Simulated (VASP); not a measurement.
Write the native input for VASP 6.6.1 that does the following.

- Task: single point
- Functional: LDA
- Potentials or basis: VASP PAW LDA potentials, release 64 (Mg)
- Cutoff: 520 eV
- k mesh: 19 × 19 × 19
- Occupations: fermi-dirac, width 0.03 eV
- Spin: no spin polarisation
- Dipole correction: no
- Further INCAR settings: ALGO = Normal; EDIFF = 1e-06; NBANDS = 7

The structure of Mg lies in POSCAR:

```
Mg
1.0
   -1.5060300000      1.4765000000      1.4765000000
    1.4765000000     -1.5060300000      1.4765000000
    1.4765000000      1.4765000000     -1.5060300000
Mg
1
Direct
    0.0000000000      0.0000000000      0.0000000000
```

This cell differs from its parent crystal: equal xy, yz and zx shear strains of -2 %.

These files were run (other wordings do the same):

INCAR

```
SYSTEM = Mg
PREC = Accurate ; ENCUT = 520
EDIFF = 1E-6 ; ISMEAR = -1
SIGMA = 0.03 ; LREAL = .FALSE.
LASPH = .TRUE. ; NELM = 100
ALGO = Normal ; ISIF = 2
LWAVE = .FALSE. ; LCHARG = .FALSE.
NBANDS = 7
```

KPOINTS

```
regular mesh
0
G
  19 19 19
  0 0 0
```

Potentials or basis: VASP PAW LDA potentials, release 64 (Mg).

Launch:

```console
$ cat potpaw_LDA.64/Mg/POTCAR > POTCAR
$ mpirun -np 1 vasp_std > vasp.out
```

It gave:

```yaml
Pressure: 56.1 GPa
Band_gap_on_the_k_mesh: zero (band 1 reaches 9.75 eV, above the bottom of band 2 at 5.35 eV)
```

Caveat: the cell differs from its parent crystal (equal xy, yz and zx shear strains of -2 %).

Run time: 53 s on 1 thread of AMD EPYC 7R43 64-Core Processor (Zen 3), with other jobs on the host, peak memory 0.13 GiB.
